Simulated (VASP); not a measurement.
Runs of VASP 6.6.1 on Al. The structure is that of space group P6_3/mmc (No. 194), or close to it. The cells are those of the table. This isn't the form of Al at room conditions, which is fcc.

```csv
cell,gap on the mesh (eV),pressure (GPa)
"a = 2.886, b = 2.886, c = 4.452 Å, angles 90.0, 90.0, 120.0°, 2 atoms",none,-0.2
"a = 2.999, b = 2.999, c = 4.780 Å, angles 90.0, 90.0, 120.0°, 2 atoms",none,-8.6
"a = 2.865, b = 2.866, c = 4.569 Å, angles 90.0, 90.0, 120.0°, 2 atoms",none,(d)
"a = 2.901, b = 2.901, c = 4.593 Å, angles 90.0, 90.0, 120.0°, 2 atoms",none,-3.3
"a = 2.802, b = 2.802, c = 4.745 Å, angles 90.0, 90.0, 120.0°, 2 atoms",none,(a)
"a = 2.852, b = 2.852, c = 4.686 Å, angles 90.0, 90.0, 120.0°, 2 atoms",none,-2.5
"a = 2.802, b = 2.802, c = 4.593 Å, angles 90.0, 90.0, 120.0°, 2 atoms",none,1.8
"a = 2.901, b = 2.901, c = 5.061 Å, angles 90.0, 90.0, 120.0°, 2 atoms",none,-8.2
"a = 2.845, b = 2.845, c = 4.686 Å, angles 90.0, 90.0, 120.0°, 2 atoms",none,(b)
"a = 2.781, b = 2.781, c = 4.745 Å, angles 90.0, 90.0, 120.0°, 2 atoms",none,0.4
"a = 2.865, b = 2.866, c = 4.920 Å, angles 90.0, 90.0, 120.0°, 2 atoms",none,-5.9
"a = 2.845, b = 2.845, c = 4.745 Å, angles 90.0, 90.0, 120.0°, 2 atoms",none,(c)
```

Alike in all rows: task single point; level LDA; potentials or basis VASP PAW LDA potentials, release 64 (Al); no spin polarisation; k mesh 18 × 18 × 10; cutoff (eV) 520; smearing gaussian 0.15 eV.

Fill in the values left out.

(a) -0.8; (b) -2.2; (c) -3.0; (d) -1.4.

Caveats: the cell stands under tension (at least some runs).

A gap of «none» marks levels without a gap at the run's occupations.
